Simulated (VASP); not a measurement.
Wanted: the native input for a VASP 6.6.1 run.

- Task: single point
- Functional: r2SCAN
- Potentials or basis: VASP PAW PBE potentials, release 64 (Na_pv, F)
- Cutoff: 520 eV
- k mesh: 6 × 6 × 6
- Occupations: gaussian, width 0.01 eV
- Spin: no spin polarisation
- Dipole correction: no
- Further INCAR settings: ALGO = Normal; EDIFF = 1e-06; NBANDS = 14

The system is NaF.

```xyz
2
Lattice="2.7935 0.0000 0.0000 0.0000 2.7935 0.0000 0.0000 0.0000 2.7935" Properties=species:S:1:pos:R:3 pbc="T T T"
Na    0.0000    0.0000    0.0000
F     1.3967    1.3967    1.3967
```

The input as run:

POSCAR

```
NaF
1.0
    2.7934852186      0.0000000000      0.0000000000
    0.0000000000      2.7934852186      0.0000000000
    0.0000000000      0.0000000000      2.7934852186
Na F
1 1
Direct
    0.0000000000      0.0000000000      0.0000000000
    0.5000000000      0.5000000000      0.5000000000
```

INCAR.step1

```
SYSTEM = NaF
PREC = Accurate
ENCUT = 520
ISMEAR = 0
SIGMA = 0.01
LREAL = .FALSE.
LASPH = .TRUE.
NELM = 80
NBANDS = 14
GGA = PE
ALGO = Normal
EDIFF = 1E-4
LWAVE = .TRUE.
LCHARG = .FALSE.
```

INCAR.step2

```
SYSTEM = NaF
PREC = Accurate
ENCUT = 520
EDIFF = 1E-6
ISMEAR = 0
SIGMA = 0.01
LREAL = .FALSE.
LASPH = .TRUE.
NELM = 80
ALGO = Normal
ISIF = 2
LWAVE = .FALSE.
LCHARG = .FALSE.
METAGGA = R2SCAN
LMIXTAU = .TRUE.
NBANDS = 14
ISTART = 1
```

KPOINTS

```
Automatic mesh
0
G
  6 6 6
  0 0 0
```

Potentials or basis: VASP PAW PBE potentials, release 64 (Na_pv, F).

Run with:

```console
$ cat potpaw_PBE.64/Na_pv/POTCAR potpaw_PBE.64/F/POTCAR > POTCAR
$ cp INCAR.step1 INCAR
$ mpirun -np 1 vasp_std > vasp.out
$ cp INCAR.step2 INCAR
$ mpirun -np 1 vasp_std > vasp.out
```

It gave:

```json
{"Pressure": "-0.8 GPa", "Band gap on the k mesh": "7.12 eV, indirect (least direct gap 7.45 eV)"}
```

Caveat: the PAW data sets were made with another functional, which shifts forces and pressure a little.

Wall time 33 s on 1 thread of Intel Xeon 8259CL (shared host), peak memory 0.13 GiB.
